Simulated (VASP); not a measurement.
A run of VASP 6.6.1 is set up as follows.

The input INCAR:

```
SYSTEM = Rb2Cr
PREC = Accurate
ENCUT = 520
EDIFF = 1E-7
ISMEAR = 0
SIGMA = 0.1
LREAL = .FALSE.
LASPH = .TRUE.
NELM = 150
ALGO = Normal
ISIF = 2
LWAVE = .FALSE.
LCHARG = .TRUE.
ISPIN = 2
MAGMOM = 0 0 0 0 3 3
LORBIT = 11
LMAXMIX = 4
GGA = PE
LELF = .TRUE.
LVHAR = .TRUE.
NBANDS = 43
```

Contents of KPOINTS:

```
regular mesh
0
G
  4 4 4
  0 0 0
```

Contents of POSCAR:

```
Rb2Cr
1.0
    5.1826192345      0.0000000000      0.0000000000
    0.0000000000      5.1826192345      0.0000000000
    0.0000000000      0.0000000000      7.4609771077
Rb Cr
4 2
Direct
    0.0000000000      0.5000000000      0.2030000000
    0.0000000000      0.5000000000      0.7030000000
    0.5000000000      0.0000000000      0.2970000000
    0.5000000000      0.0000000000      0.7970000000
    0.0000000000      0.0000000000      0.0000000000
    0.5000000000      0.5000000000      0.5000000000
```

Potentials or basis: VASP PAW PBE potentials, release 64 (Rb_sv, Cr_pv).

Run with:

```console
$ cat potpaw_PBE.64/Rb_sv/POTCAR potpaw_PBE.64/Cr_pv/POTCAR > POTCAR
$ mpirun -np 1 vasp_std > vasp.out
```

Q: Predict the largest force.

A: 0.419 eV/Å.

Q: Predict the net moment.

A: 10.95 μB per cell.

Forces in eV/Å, atoms in the order of the input:
```
Rb   0.000  0.000  0.419
Rb   0.000  0.000  0.419
Rb   0.000  0.000 -0.419
Rb   0.000  0.000 -0.419
Cr   0.000  0.000  0.000
Cr   0.000  0.000  0.000
```
